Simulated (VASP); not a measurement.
Write the native input for VASP 6.6.1 that does the following.

| Property | Result |
| --- | --- |
| Task | single point |
| Functional | PBE |
| Potentials or basis | VASP PAW PBE potentials, release 64 (Zr_sv, O) |
| Cutoff | 600 eV |
| k mesh | 6 × 6 × 6 |
| Occupations | gaussian, width 0.1 eV |
| Spin | no spin polarisation |
| Dipole correction | no |
| Further INCAR settings | ALGO = Normal; EDIFF = 1e-06; NBANDS = 19 |

The structure of ZrO2 lies in POSCAR:

```
ZrO2
1.0
    1.8086689396      1.0442354992      2.9539028870
   -1.8086689396      1.0442354992      2.9539028870
    0.0000000000     -2.0884709984      2.9539028870
Zr O
1 2
Direct
    0.0000000000      0.0000000000      0.0000000000
    0.2499948315      0.2499948315      0.2499948315
    0.7500051685      0.7500051685      0.7500051685
```

The cell was generated, and may not be a known phase.

The input as run:

INCAR

```
SYSTEM = ZrO2
PREC = Accurate
ENCUT = 600
EDIFF = 1E-6
ISMEAR = 0
SIGMA = 0.1
LREAL = .FALSE.
LASPH = .TRUE.
NELM = 120
ALGO = Normal
ISIF = 2
LWAVE = .FALSE.
LCHARG = .FALSE.
GGA = PE
NBANDS = 19
GGA_COMPAT = .FALSE.
```

KPOINTS

```
Automatic mesh
0
G
  6 6 6
  0 0 0
```

Potentials or basis: VASP PAW PBE potentials, release 64 (Zr_sv, O).

Command:

```bash
$ cat potpaw_PBE.64/Zr_sv/POTCAR potpaw_PBE.64/O/POTCAR > POTCAR
$ mpirun -np 1 vasp_std > vasp.out
```

Results of the run:

- Pressure: 0.1 GPa
- Band gap on the k mesh: 3.31 eV (least direct gap 3.74 eV)

Run time: 15 s on 1 thread of Intel(R) Xeon(R) 6975P-C (Granite Rapids) (shared host), peak memory 0.17 GiB.
